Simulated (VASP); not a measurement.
# Si2Mo (I4/mmm) in VASP: further runs

Runs on Si2Mo. Level: PBE. Tasks: relaxation of cell and atoms, relaxation of shape and atoms at fixed volume.

Program: VASP 6.6.1. These are calculated values, not measurements. Logs are shortened: lines on timing, memory, paths and dates and some standing lists are left out, and cuts for length are marked.

### 1 The cell of the first run

The structure is tetragonal, space group I4/mmm (No. 139). The conventional cell has a = 3.196 Å, b = 3.196 Å, c = 7.823 Å, α = 90.00°, β = 90.00°, γ = 90.00°. Si (site symmetry 4mm) has 9 Si at 2.58 to 3.20 Å and 5 Mo at 2.60 to 2.62 Å within 3.4 Å. Within 3.4 Å of Mo (site symmetry 4/mmm) lie 10 Si at 2.60 to 2.62 Å and 4 Mo at 3.20 Å.

### 2 Relaxation of cell and atoms, PBE, target pressure 2 GPa, at which the enthalpy is minimised

INCAR

```
SYSTEM = Si2Mo
  PREC = Accurate
  ENCUT = 600
  EDIFF = 1E-6
  ISMEAR = 0
  SIGMA = 0.1
  LREAL = .False.
  LASPH = .True.
  NELM = 60
  ALGO = Normal
  ISIF = 3
  LWAVE = .False.
  LCHARG = .False.
  GGA = PE
  IBRION = 2
  NSW = 70
  EDIFFG = -0.008
  PSTRESS = 20.0
```

KPOINTS

```
regular mesh
0
Gamma
  18 18 18
  0 0 0
```

POSCAR

```
Si2Mo
1.0
   -1.5981776749      1.5981776749      3.9114335798
    1.5981776749     -1.5981776749      3.9114335798
    1.5981776749      1.5981776749     -3.9114335798
Si Mo
2 1
Direct
    0.3350991394      0.3350991394      0.0000000000
    0.6649008606      0.6649008606      0.0000000000
    0.0000000000      0.0000000000      0.0000000000
```

Potentials or basis: VASP PAW PBE potentials, release 64 (Si, Mo_sv).

Run with:

```bash
$ cat potpaw_PBE.64/Si/POTCAR potpaw_PBE.64/Mo_sv/POTCAR > POTCAR
$ mpirun -np 1 vasp_std > vasp.out
```

OUTCAR:

```text
SYSTEM = Si2Mo
   PREC = Accurate
   ENCUT = 600
   EDIFF = 1E-6
   ISMEAR = 0
   LREAL = .False.
   LASPH = .True.
   NELM = 60
   ISIF = 3
   GGA = PE
   IBRION = 2
   NSW = 70
   EDIFFG = -0.008
   PSTRESS = 20.0

 ion  position               nearest neighbor table
   1  0.335  0.335  0.000-   2 2.58   3 2.60   3 2.60   3 2.60   3 2.60   3 2.62   2 2.62   2 2.62
                             2 2.62   2 2.62
   2  0.665  0.665  0.000-   1 2.58   3 2.60   3 2.60   3 2.60   3 2.60   3 2.62   1 2.62   1 2.62
                             1 2.62   1 2.62
   3  0.000  0.000  0.000-   2 2.60   2 2.60   2 2.60   1 2.60   2 2.60   1 2.60   1 2.60   1 2.60
                             1 2.62   2 2.62

  LATTYP: Found a body centered tetragonal cell.
 ALAT       =     3.1963553498
 C/A-ratio  =     2.4474334996

  Lattice vectors:

 A1 = (  -1.5981776749,   1.5981776749,   3.9114335798)
 A2 = (   1.5981776749,  -1.5981776749,   3.9114335798)
 A3 = (   1.5981776749,   1.5981776749,  -3.9114335798)

Analysis of symmetry for initial positions (statically):
=====================================================================
 Subroutine PRICEL returns:
 Original cell was already a primitive cell.

 Routine SETGRP: Setting up the symmetry group for a
 body centered tetragonal supercell.

 Subroutine GETGRP returns: Found 16 space group operations
 (whereof 16 operations were pure point group operations)
 out of a pool of 16 trial point group operations.

The static configuration has the point symmetry D_4h.

Analysis of symmetry for dynamics (positions and initial velocities):
=====================================================================
 Subroutine PRICEL returns:
 Original cell was already a primitive cell.

 Routine SETGRP: Setting up the symmetry group for a
 body centered tetragonal supercell.

 Subroutine GETGRP returns: Found 16 space group operations
 (whereof 16 operations were pure point group operations)
 out of a pool of 16 trial point group operations.

The dynamic configuration has the point symmetry D_4h.

 Subroutine INISYM returns: Found 16 space group operations
 (whereof 16 operations are pure point group operations),
 and found     1 'primitive' translations

----------------------------------------------------------------------------------------

                                     Primitive cell

  volume of cell :      39.9619

  direct lattice vectors                    reciprocal lattice vectors
    -1.598177675  1.598177675  3.911433580     0.000000000  0.312856329  0.127830370
     1.598177675 -1.598177675  3.911433580     0.312856329  0.000000000  0.127830370
     1.598177675  1.598177675 -3.911433580     0.312856329  0.312856329  0.000000000

  length of vectors
     4.517483416  4.517483416  4.517483416     0.337964030  0.337964030  0.442445663

  position of ions in fractional coordinates (direct lattice)
     0.335099139  0.335099139  0.000000000
     0.664900861  0.664900861  0.000000000
     0.000000000  0.000000000  0.000000000

  ion indices of the primitive-cell ions
   primitive index   ion index
                 1           1
                 2           2
                 3           3

----------------------------------------------------------------------------------------

 KPOINTS: regular mesh

Automatic generation of k-mesh.
 Grid dimensions read from file:
 generate k-points for:   18   18   18

 Generating k-lattice:

  Cartesian coordinates                     Fractional coordinates (reciprocal lattice)
     0.000000000  0.017380907  0.007101687     0.055555556 -0.000000000  0.000000000
     0.017380907  0.000000000  0.007101687    -0.000000000  0.055555556  0.000000000
     0.017380907  0.017380907  0.000000000     0.000000000  0.000000000  0.055555556

  Length of vectors
     0.018775779  0.018775779  0.024580315

  Shift w.r.t. Gamma in fractional coordinates (k-lattice)
     0.000000000  0.000000000  0.000000000

 Subroutine IBZKPT returns following result:
 ===========================================

 Found    480 irreducible k-points:

 Following reciprocal coordinates:
            Coordinates               Weight
  0.000000  0.000000  0.000000      1.000000
  0.055556  0.000000 -0.000000      8.000000
  0.111111  0.000000 -0.000000      8.000000
  0.166667 -0.000000  0.000000      8.000000
  0.222222 -0.000000  0.000000      8.000000
  0.277778 -0.000000  0.000000      8.000000
[... 16 lines left out ...]
 -0.277778  0.055556 -0.000000     16.000000
 -0.222222  0.055556 -0.000000     16.000000
 [... further k-points ...]
   k-points           NKPTS =    480   k-points in BZ     NKDIM =    480   number of bands    NBANDS=     15
   number of dos      NEDOS =    301   number of ions     NIONS =      3
   total plane-waves  NPLWV =  46656
   dimension x,y,z NGX =    36 NGY =   36 NGZ =   36
   dimension x,y,z NGXF=    72 NGYF=   72 NGZF=   72
   ions per type =               2   1
   NGX,Y,Z   is equivalent  to a cutoff of  13.25, 13.25, 13.25 a.u.
   NGXF,Y,Z  is equivalent  to a cutoff of  26.50, 26.50, 26.50 a.u.
 SYSTEM =  Si2Mo
   PREC   = accura    normal or accurate (medium, high low for compatibility)
   ISTART =      0    job   : 0-new  1-cont  2-samecut
   ICHARG =      2    charge: 1-file 2-atom 10-const
   ISPIN  =      1    spin polarized calculation?
   LNONCOLLINEAR =      F non collinear calculations
   LSORBIT =      F    spin-orbit coupling
   LASPH  =      T    aspherical Exc in radial PAW
   ENCUT  =  600.0 eV  44.10 Ry    6.64 a.u.   9.02  9.02  9.02*2*pi/ulx,y,z
   NELM   =     60;   NELMIN=  2; NELMDL= -5     # of ELM steps
   EDIFF  = 0.1E-05   stopping-criterion for ELM
   LREAL  =      F    real-space projection
   EDIFFG = -.8E-02   stopping-criterion for IOM
   NSW    =     70    number of steps for IOM
   IBRION =      2    ionic relax: 0-MD 1-quasi-New 2-CG
   NFREE  =      1    steps in history (QN), initial steepest desc. (CG)
   ISIF   =      3    stress and relaxation
   ISYM   =      2    0-nonsym 1-usesym 2-fastsym
   POTIM  = 0.5000    time-step for ionic-motion
   TEBEG  =    0.0;   TEEND  =   0.0 temperature during run
   PSTRESS=   20.0 pullay stress
   NELECT =      22.0000    total number of electrons
   NUPDOWN=      -1.0000    fix difference up-down
   EMIN   =  10.00;   EMAX   =-10.00  energy-range for DOS
   EFERMI =   0.00;   METHOD = LEGACY
   ISMEAR =     0;   SIGMA  =   0.10  broadening in eV -4-tet -1-fermi 0-gaus
   EFERMI_NEDOS =   21; number of points for ismear=-14 and -15
   IALGO  =     38    algorithm
   IMIX   =      4    mixing-type and parameters
     AMIX     =   0.40;   BMIX     =  1.00
     AMIX_MAG =   1.60;   BMIX_MAG =  1.00
  volume/ion in A,a.u.               =      13.32        89.89
  Fermi-wavevector in a.u.,A,eV,Ry     =   1.341736  2.535513 24.493959  1.800255
  Thomas-Fermi vector in A             =   2.469946
   LORBIT       =      0    0 simple, 1 ext, 2 COOP (PROOUT), +10 PAW based schemes
   GGA     = PE    functional components
   LHFCALC =     F    Hartree Fock is set to
   AEXX    =    0.0000 exact exchange contribution
   IVDW    =     0    specifies the selected vdW correction
   LEPSILON=     F    determine dielectric tensor
   LRPA    =     F    only Hartree local field effects (RPA)
 conjugate gradient relaxation of ions
 non-spin polarized calculation
 Gauss-broadening in eV      SIGMA  =   0.10
  energy-cutoff  :      600.00
  volume of cell :       39.96
 maximum number of plane-waves:      1356
   NGX = 19   NGY = 19   NGZ = 19

--------------------------------------- Ionic step        1  -------------------------------------------

 number of electron      22.0000000 magnetization

 Free energy of the ion-electron system (eV)
  ---------------------------------------------------
  ext. energy  EPLUGINS =         0.00000000
  ---------------------------------------------------
  free energy    TOTEN  =       -23.25154075 eV

  energy without entropy =      -23.25038558  energy(sigma->0) =      -23.25096317

------------------------ aborting loop because EDIFF is reached ----------------------------------------

  FORCE on cell =-STRESS in cart. coord.  units (eV):
  Direction    XX          YY          ZZ          XY          YZ          ZX
  --------------------------------------------------------------------------------------
  -------------------------------------------------------------------------------------
  Total        1.0292244      1.0292244      1.1570059      0.0000000      0.0000000      0.0000000
  in kB       41.2643087     41.2643087     46.3874045      0.0000000      0.0000000      0.0000000
  external PRESSURE =      22.9720073 kB  Pullay stress =      20.0000000 kB
[... 63 lines left out ...]
  enthalpy is  TOTEN    =       -22.7472526210 eV   P V=        0.5127605189

--------------------------------------- Ionic step        3  -------------------------------------------

 number of electron      22.0000000 magnetization

 Free energy of the ion-electron system (eV)
  ---------------------------------------------------
  ext. energy  EPLUGINS =         0.00000000
  ---------------------------------------------------
  free energy    TOTEN  =       -23.25962556 eV

  energy without entropy =      -23.25847069  energy(sigma->0) =      -23.25904812

 E-fermi :  12.2072     XC(G=0): -12.4117

 val. band max:       12.2051108574   @ k =  -0.0556   0.0556   0.0000
 cond. band min:      12.2089155139   @ k =   0.0556   0.0556  -0.0000
 fundamental gap:      0.0038046565
 Fermi energy:        12.2072228365

 k-point     1 :       0.0000    0.0000    0.0000
  band No.  band energies     occupation
      1     -48.5177      2.00000
      2     -22.6663      2.00000
      3     -22.5932      2.00000
      4     -22.5932      2.00000
      5      -1.1865      2.00000
      6       5.8447      2.00000
      7       8.7883      2.00000
      8       9.1763      2.00000
      9       9.5985      2.00000
     10       9.5985      2.00000
     11      12.5738      0.00000
     12      15.3333      0.00000
     13      15.4157      0.00000
     14      15.7151      0.00000
     15      15.7151      0.00000
[... 397 lines left out ...]
 k-point    24 :      -0.2222    0.0556   -0.0000
  band No.  band energies     occupation
      1     -48.5097      2.00000
      2     -22.6975      2.00000
      3     -22.6566      2.00000
      4     -22.5908      2.00000
      5      -0.3234      2.00000
      6       5.8899      2.00000
      7       7.1834      2.00000
      8       8.9991      2.00000
      9       9.6113      2.00000
     10      10.3942      2.00000
     11      10.9127      2.00000
     12      14.0280      0.00000
     13      14.3963      0.00000
     14      16.2857      0.00000
     15      16.5498      0.00000

 [... further k-points ...]

------------------------ aborting loop because EDIFF is reached ----------------------------------------

  FORCE on cell =-STRESS in cart. coord.  units (eV):
  Direction    XX          YY          ZZ          XY          YZ          ZX
  --------------------------------------------------------------------------------------
  -------------------------------------------------------------------------------------
  Total        0.5108895      0.5108895      0.4915861      0.0000000      0.0000000      0.0000000
  in kB       20.2748890     20.2748890     19.5088268      0.0000000      0.0000000      0.0000000
  external PRESSURE =       0.0195350 kB  Pullay stress =      20.0000000 kB
[... 18 lines left out ...]
  FREE ENERGIE OF THE ION-ELECTRON SYSTEM (eV)
  ---------------------------------------------------
  free  energy   TOTEN  =       -23.2596255563 eV

  energy  without entropy=      -23.2584706931  energy(sigma->0) =      -23.25904812

  enthalpy is  TOTEN    =       -22.7556627668 eV   P V=        0.5039627894

 reached required accuracy - stopping structural energy minimisation
```

Wall time 22 min (1 thread of AMD EPYC 7R43 (Zen 3), shared host); peak memory 0.45 GiB.

Results:

```yaml
Free_energy: -23.2596 eV
Relaxed_volume: 13.46 Å³/atom
Relaxed_cell: a = 4.534 Å, b = 4.534 Å, c = 4.534 Å, α = 138.59°, β = 138.59°, γ = 60.00°
Space_group_after_relaxing_to_0.1_Å: I4/mmm (No. 139)
Energy_change_on_relaxing_the_run_minimises_the_enthalpy: -2.7 meV/atom
Ionic_steps: 3
Pressure_after_relaxing: 2.0 GPa
Largest_force_after_relaxing: 0.007 eV/Å
Band_gap_on_the_k_mesh: zero (bands 11 and 12 overlap by 0.95 eV)
```

Forces in eV/Å, atoms in the order of the input:
```
Si   0.000  0.000 -0.007
Si   0.000  0.000  0.007
Mo   0.000  0.000  0.000
```

Stress tensor (GPa, compression positive):
```
2.03 0.00 0.00
0.00 2.03 0.00
0.00 0.00 1.95
```

Step by step:
| step | energy change (eV) | largest force (eV/Å) | pressure (GPa) | volume (Å³) |
| --- | --- | --- | --- | --- |
| 1 | 0.0000 | 0.0507 | 4.30 | 39.96 |
| 2 | -0.0085 | 0.0619 | -1.65 | 41.08 |
| 3 | -0.0081 | 0.0075 | 2.00 | 40.37 |

Final structure:
```
CELL_PARAMETERS angstrom
-1.60322 1.60322 3.92675
1.60322 -1.60322 3.92675
1.60322 1.60322 -3.92675
ATOMIC_POSITIONS crystal
Si 0.33498 0.33498 0.00000
Si 0.66502 0.66502 0.00000
Mo 0.00000 0.00000 0.00000
```

Levels at points of the mesh, in eV from the Fermi level:
```tsv
k point	band 7	band 8	band 9	band 10	band 11	band 12	band 13	band 14	band 15
(0.00, 0.00, 0.00)	-3.42	-3.03	-2.61	-2.61	0.37	3.13	3.21	3.51	3.51
(0.50, 0.00, 0.00)	-4.93	-4.48	-2.57	-2.56	-0.50	2.25	3.09	4.03	4.19
(0.50, 0.50, 0.00)	-5.63	-5.21	-4.42	-3.04	-1.21	2.30	2.71	3.12	3.33
(0.50, 0.50, 0.50)	-3.50	-2.18	-0.57	-0.57	-0.48	-0.48	0.50	4.71	5.09
```

Caveat: the cell is relaxed towards a set pressure, so the run minimises the enthalpy, not the energy. Zero-point motion and thermal expansion aren't in these numbers.

### 3 Relaxation of shape and atoms at fixed volume, PBE (11.95 Å³/atom)

This run uses another cell than the first one, of 11.95 Å³/atom.

INCAR

```
SYSTEM = Si2Mo
PREC     = Accurate       ! precision mode
ENCUT    = 600            ! plane-wave cutoff, eV
EDIFF    = 1E-6           ! SCF threshold, eV
ISMEAR   = 0              ! smearing method
SIGMA    = 0.1            ! smearing width, eV
LREAL    = .False.        ! projectors in reciprocal space
LASPH    = .True.         ! aspherical terms in the spheres
NELM     = 100            ! most SCF steps
ALGO     = Normal         ! electronic algorithm
ISIF     = 4              ! what is computed and relaxed
LWAVE    = .False.        ! write WAVECAR
LCHARG   = .False.        ! write CHGCAR
GGA      = PE             ! functional
IBRION   = 2              ! ionic algorithm
NSW      = 50             ! ionic steps
EDIFFG   = -0.01          ! ionic threshold
```

KPOINTS

```
Automatic mesh
0
Gamma
  18 18 18
  0 0 0
```

POSCAR

```
Si2Mo
1.0
   -1.5376917679      1.5376917679      3.7901497771
    1.5376917679     -1.5376917679      3.7901497771
    1.5376917679      1.5376917679     -3.7901497771
Si Mo
2 1
Direct
    0.3338155738      0.3338155738      0.0000000000
    0.6661844262      0.6661844262      0.0000000000
    0.0000000000      0.0000000000      0.0000000000
```

Potentials or basis: VASP PAW PBE potentials, release 64 (Si, Mo_sv).

Run with:

```bash
$ cat potpaw_PBE.64/Si/POTCAR potpaw_PBE.64/Mo_sv/POTCAR > POTCAR
$ mpirun -np 1 vasp_std > vasp.out
```

It took 9.3 min on 1 thread of Intel Xeon Platinum 8488C (Sapphire Rapids), shared host; peak memory 0.46 GiB.

Results (log left out):

```
Free energy                  : -22.7849 eV
Energy gained by relaxing    : 0.2 meV/atom
Ionic steps                  : 4
Pressure after relaxing      : 34.8 GPa
Largest force after relaxing : 0.008 eV/Å
Band gap on the k mesh       : zero (bands 11 and 12 overlap by 1.07 eV)
```

Forces in eV/Å, atoms in the order of the input:
```
Si   0.000  0.000  0.008
Si   0.000  0.000 -0.008
Mo   0.000  0.000  0.000
```

Stress tensor (GPa, compression positive):
```
34.74  0.00  0.00
 0.00 34.74  0.00
 0.00  0.00 34.85
```

Step by step:
```tsv
step	energy change (eV)	largest force (eV/Å)	pressure (GPa)	volume (Å³)
1	0.0000	0.0942	34.92	35.85
2	-0.0004	0.0192	34.71	35.85
3	-0.0005	0.0173	34.78	35.85
4	-0.0006	0.0084	34.77	35.85
```

Final structure:
```
Si Mo
1.0
    -1.53655    1.53655    3.79580
     1.53655   -1.53655    3.79580
     1.53655    1.53655   -3.79580
Si Mo
2 1
Direct
  0.33329 0.33329 0.00000
  0.66671 0.66671 0.00000
  0.00000 0.00000 0.00000
```

Levels at points of the mesh, in eV from the Fermi level:
| k point | band 7 | band 8 | band 9 | band 10 | band 11 | band 12 | band 13 | band 14 | band 15 |
| --- | --- | --- | --- | --- | --- | --- | --- | --- | --- |
| (0.00, 0.00, 0.00) | -3.61 | -3.36 | -2.96 | -2.96 | 0.50 | 2.68 | 3.91 | 4.04 | 4.04 |
| (0.50, 0.00, 0.00) | -5.43 | -4.80 | -3.04 | -2.84 | -0.66 | 2.73 | 3.30 | 4.44 | 4.96 |
| (0.50, 0.50, 0.00) | -6.20 | -5.20 | -4.92 | -3.59 | -1.09 | 2.80 | 3.28 | 3.47 | 3.57 |
| (0.50, 0.50, 0.50) | -4.18 | -2.63 | -0.69 | -0.69 | -0.44 | -0.44 | 0.67 | 5.04 | 5.98 |

The gap in the log of VASP goes by the Fermi energy; the results here count the filled bands.